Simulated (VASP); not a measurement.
# Cu in VASP: single point with r2SCAN

Aim: the single point of Cu with r2SCAN.

All numbers are computed with VASP 6.6.1; they aren't measurements. Logs are shortened: lines on timing, memory, paths and dates and some standing lists are left out, and cuts for length are marked.

**1. The cell of the first run**

The cell holds a molecule in a box, 1 atom: a = 15.000 Å, b = 15.500 Å, c = 16.000 Å, α = 90.00°, β = 90.00°, γ = 90.00°.

**2. Single point, r2SCAN, collinear spin, ferromagnetic start**

Contents of POSCAR:

```
Cu
1.0
   15.0000000000      0.0000000000      0.0000000000
    0.0000000000     15.5000000000      0.0000000000
    0.0000000000      0.0000000000     16.0000000000
Cu
1
Direct
    0.5000000000      0.5000000000      0.5000000000
```

Contents of INCAR.step1:

```
  PREC = Accurate
  ENCUT = 520
  ISMEAR = 0
  SIGMA = 0.005
  LREAL = F
  LASPH = T
  NELM = 150
  ISPIN = 2
  MAGMOM = 1
  LMAXMIX = 4
  NBANDS = 16
  ISYM = 0
  GGA = PE
  ALGO = Normal
  EDIFF = 1E-4
  LWAVE = T
  LCHARG = F
```

Contents of INCAR.step2:

```
  PREC = Accurate
  ENCUT = 520
  EDIFF = 1E-6
  ISMEAR = 0
  SIGMA = 0.005
  LREAL = F
  LASPH = T
  NELM = 150
  ALGO = Normal
  ISIF = 2
  LWAVE = F
  LCHARG = T
  ISPIN = 2
  MAGMOM = 1
  LORBIT = 11
  LMAXMIX = 4
  METAGGA = R2SCAN
  LMIXTAU = T
  LELF = T
  LVHAR = T
  NBANDS = 16
  ISYM = 0
  ISTART = 1
```

Contents of KPOINTS:

```
regular mesh
0
Gamma
  1 1 1
```

Potentials or basis: VASP PAW PBE potentials, release 64 (Cu).

Command:

```sh
cat potpaw_PBE.64/Cu/POTCAR > POTCAR
cp INCAR.step1 INCAR
mpirun -np 1 vasp_gam > vasp.out
cp INCAR.step2 INCAR
mpirun -np 1 vasp_gam > vasp.out
```

OUTCAR:

```text
PREC = Accurate
   ENCUT = 520
   EDIFF = 1E-6
   ISMEAR = 0
   LREAL = F
   LASPH = T
   NELM = 150
   ISIF = 2
   ISPIN = 2
   LORBIT = 11
   METAGGA = R2SCAN
   ISYM = 0
   ISTART = 1

 ion  position               nearest neighbor table
   1  0.500  0.500  0.500-

IMPORTANT INFORMATION: All symmetrisations will be switched off!
NOSYMM: (Re-)initialisation of all symmetry stuff for point group C_1.

----------------------------------------------------------------------------------------

                                     Primitive cell

  volume of cell :    3720.0000

  direct lattice vectors                    reciprocal lattice vectors
    15.000000000  0.000000000  0.000000000     0.066666667  0.000000000  0.000000000
     0.000000000 15.500000000  0.000000000     0.000000000  0.064516129  0.000000000
     0.000000000  0.000000000 16.000000000     0.000000000  0.000000000  0.062500000

  length of vectors
    15.000000000 15.500000000 16.000000000     0.066666667  0.064516129  0.062500000

  position of ions in fractional coordinates (direct lattice)
     0.500000000  0.500000000  0.500000000

  ion indices of the primitive-cell ions
   primitive index   ion index
                 1           1

----------------------------------------------------------------------------------------

 KPOINTS: regular mesh

Automatic generation of k-mesh.
 Grid dimensions read from file:
 generate k-points for:    1    1    1

 Generating k-lattice:

  Cartesian coordinates                     Fractional coordinates (reciprocal lattice)
     0.066666667  0.000000000  0.000000000     1.000000000  0.000000000  0.000000000
     0.000000000  0.064516129  0.000000000     0.000000000  1.000000000  0.000000000
     0.000000000  0.000000000  0.062500000     0.000000000  0.000000000  1.000000000

  Length of vectors
     0.066666667  0.064516129  0.062500000

  Shift w.r.t. Gamma in fractional coordinates (k-lattice)
     0.000000000  0.000000000  0.000000000

 Subroutine IBZKPT returns following result:
 ===========================================

 Found      1 irreducible k-points:

 Following reciprocal coordinates:
            Coordinates               Weight
  0.000000  0.000000  0.000000      1.000000
   k-points           NKPTS =      1   k-points in BZ     NKDIM =      1   number of bands    NBANDS=     16
   number of dos      NEDOS =    301   number of ions     NIONS =      1
   total plane-waves  NPLWV = ******
   dimension x,y,z NGX =   112 NGY =  120 NGZ =  120
   dimension x,y,z NGXF=   224 NGYF=  240 NGZF=  240
   ions per type =               1
   NGX,Y,Z   is equivalent  to a cutoff of  12.41, 12.87, 12.47 a.u.
   NGXF,Y,Z  is equivalent  to a cutoff of  24.83, 25.74, 24.94 a.u.
 SYSTEM =  unknown system
   PREC   = accura    normal or accurate (medium, high low for compatibility)
   ISTART =      1    job   : 0-new  1-cont  2-samecut
   ICHARG =      0    charge: 1-file 2-atom 10-const
   ISPIN  =      2    spin polarized calculation?
   LNONCOLLINEAR =      F non collinear calculations
   LSORBIT =      F    spin-orbit coupling
   LASPH  =      T    aspherical Exc in radial PAW
   ENCUT  =  520.0 eV  38.22 Ry    6.18 a.u.  27.89 28.82 29.75*2*pi/ulx,y,z
   NELM   =    150;   NELMIN=  2; NELMDL=  0     # of ELM steps
   EDIFF  = 0.1E-05   stopping-criterion for ELM
   LREAL  =      F    real-space projection
   EDIFFG = 0.1E-04   stopping-criterion for IOM
   NSW    =      0    number of steps for IOM
   IBRION =     -1    ionic relax: 0-MD 1-quasi-New 2-CG
   NFREE  =      0    steps in history (QN), initial steepest desc. (CG)
   ISIF   =      2    stress and relaxation
   ISYM   =      0    0-nonsym 1-usesym 2-fastsym
   POTIM  = 0.5000    time-step for ionic-motion
   TEBEG  =    0.0;   TEEND  =   0.0 temperature during run
   PSTRESS=    0.0 pullay stress
   NELECT =      11.0000    total number of electrons
   NUPDOWN=      -1.0000    fix difference up-down
   EMIN   =  10.00;   EMAX   =-10.00  energy-range for DOS
   EFERMI =   0.00;   METHOD = LEGACY
   ISMEAR =     0;   SIGMA  =   0.01  broadening in eV -4-tet -1-fermi 0-gaus
   EFERMI_NEDOS =   21; number of points for ismear=-14 and -15
   IALGO  =     38    algorithm
   IMIX   =      4    mixing-type and parameters
     AMIX     =   0.40;   BMIX     =  1.00
     AMIX_MAG =   1.60;   BMIX_MAG =  1.00
  volume/ion in A,a.u.               =    3720.00     25103.80
  Fermi-wavevector in a.u.,A,eV,Ry     =   0.234977  0.444042  0.751233  0.055214
  Thomas-Fermi vector in A             =   1.033633
   LORBIT       =     11    0 simple, 1 ext, 2 COOP (PROOUT), +10 PAW based schemes
   METAGGA = R2SCAN    functional components
   LHFCALC =     F    Hartree Fock is set to
   AEXX    =    0.0000 exact exchange contribution
   IVDW    =     0    specifies the selected vdW correction
   LEPSILON=     F    determine dielectric tensor
   LRPA    =     F    only Hartree local field effects (RPA)
 spin polarized calculation
 Gauss-broadening in eV      SIGMA  =   0.01
  energy-cutoff  :      520.00
  volume of cell :     3720.00
 maximum number of plane-waves:     50071
 NGX is ok and might be reduce to   112
   NGX = 55   NGY = 57   NGZ = 59

 number of electron      11.0000011 magnetization       1.0000000

 Free energy of the ion-electron system (eV)
  ---------------------------------------------------
  ext. energy  EPLUGINS =         0.00000000
  ---------------------------------------------------
  free energy    TOTEN  =        -6.96590285 eV

  energy without entropy =       -6.96590285  energy(sigma->0) =       -6.96590285

 E-fermi :  -4.8607     XC(G=0):  -0.1682

 val. band max:       -4.8881696709   @ k =   0.0000   0.0000   0.0000
 cond. band min:      -3.4955155134   @ k =   0.0000   0.0000   0.0000
 fundamental gap:      1.3926541574
 Fermi energy:        -4.8607412027

 spin component 1

 k-point     1 :       0.0000    0.0000    0.0000
  band No.  band energies     occupation
      1      -5.2772      1.00000
      2      -5.0296      1.00000
      3      -5.0295      1.00000
      4      -5.0295      1.00000
      5      -5.0294      1.00000
      6      -5.0287      1.00000
[... 8 lines left out ...]
     15       0.7602      0.00000
     16       0.8133      0.00000
 Fermi energy:        -4.8607412027

 spin component 2

 k-point     1 :       0.0000    0.0000    0.0000
  band No.  band energies     occupation
      1      -4.8924      1.00000
      2      -4.8915      1.00000
      3      -4.8912      1.00000
      4      -4.8909      1.00000
      5      -4.8882      1.00000
      6      -3.4955      0.00000
[... 8 lines left out ...]
     15       0.7876      0.00000
     16       0.8254      0.00000

------------------------ aborting loop because EDIFF is reached ----------------------------------------

  FORCE on cell =-STRESS in cart. coord.  units (eV):
  Direction    XX          YY          ZZ          XY          YZ          ZX
  --------------------------------------------------------------------------------------
  -------------------------------------------------------------------------------------
  Total        0.1990686      0.1807449      0.2017530      0.0000041     -0.0000036      0.0000071
  in kB        0.0857374      0.0778455      0.0868936      0.0000017     -0.0000015      0.0000031
  external PRESSURE =       0.0834922 kB  Pullay stress =       0.0000000 kB

 VOLUME and BASIS-vectors are now :
 -----------------------------------------------------------------------------
  energy-cutoff  :      520.00
  volume of cell :     3720.00
      direct lattice vectors                 reciprocal lattice vectors
    15.000000000  0.000000000  0.000000000     0.066666667  0.000000000  0.000000000
     0.000000000 15.500000000  0.000000000     0.000000000  0.064516129  0.000000000
     0.000000000  0.000000000 16.000000000     0.000000000  0.000000000  0.062500000

 POSITION                                       TOTAL-FORCE (eV/Angst)
 -----------------------------------------------------------------------------------
      7.50000      7.75000      8.00000        -0.000027     -0.000020     -0.000043
 -----------------------------------------------------------------------------------
    total drift:                               -0.000027     -0.000020     -0.000043

  FREE ENERGIE OF THE ION-ELECTRON SYSTEM (eV)
  ---------------------------------------------------
  free  energy   TOTEN  =        -6.9659028487 eV

  energy  without entropy=       -6.9659028487  energy(sigma->0) =       -6.96590285

 total charge

# of ion       s       p       d       tot
------------------------------------------
    1        0.354   0.000   9.456   9.810

 magnetization (x)

# of ion       s       p       d       tot
------------------------------------------
    1        0.354   0.000  -0.051   0.303
```

Run time: 39 min. Hardware: 1 thread of Intel Xeon 6975P-C, shared host; peak memory 4.5 GiB.

What came out:

```yaml
Free_energy: -6.9659 eV
Gap_between_the_frontier_levels: 1.39 eV
Net_moment: 1.00 μB per cell
Site_moments: Cu +0.30 μB
Valence_electrons_inside_the_program's_atomic_spheres: Cu 9.81
```

Caveat: the PAW data sets were made with another functional, which shifts forces and pressure a little.
